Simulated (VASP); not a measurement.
Input of a VASP 6.6.1 run:

INCAR

```
ALGO = Fast ; EDIFF = 1E-7
EDIFFG = -0.01 ; ENCUT = 600
GGA = PE ; IBRION = 2
ISIF = 3 ; ISMEAR = 0
LASPH = T ; LCHARG = F
LREAL = F ; LWAVE = F
NELM = 60 ; NSW = 100
PREC = Accurate ; SIGMA = 0.1
```

The input KPOINTS:

```
k-points
0
Gamma
  22 22 20
```

POSCAR

```
Li
1.0
    1.4408251307     -2.5977178375      0.0000000000
    1.4408251307      2.5977178375      0.0000000000
    0.0000000000      0.0000000000      2.6913198476
Li
1
Direct
    0.0000000000      0.0000000000      0.0000000000
```

Potentials or basis: VASP PAW PBE potentials, release 64 (Li_sv).

Command:

```bash
$ cat potpaw_PBE.64/Li_sv/POTCAR > POTCAR
$ mpirun -np 1 vasp_std > vasp.out
```

Estimate the relaxed volume.

20.07 Å³/atom.

Predict the band gap on the k mesh.

zero (an odd number of electrons rules out a gap without spin polarisation).

Predict the space group after relaxing (to 0.1 Å).

P6/mmm (No. 191).

Final structure:
```
CELL_PARAMETERS angstrom
1.46258 -2.53659 0.00000
1.46258 2.53659 0.00000
0.00000 0.00000 2.70522
ATOMIC_POSITIONS crystal
Li 0.00000 0.00000 0.00000
```

Caveat: the cutoff is under 1.25 times the usual one of these potentials, so pressure, stress and relaxed cells hold a basis-set (Pulay) error.
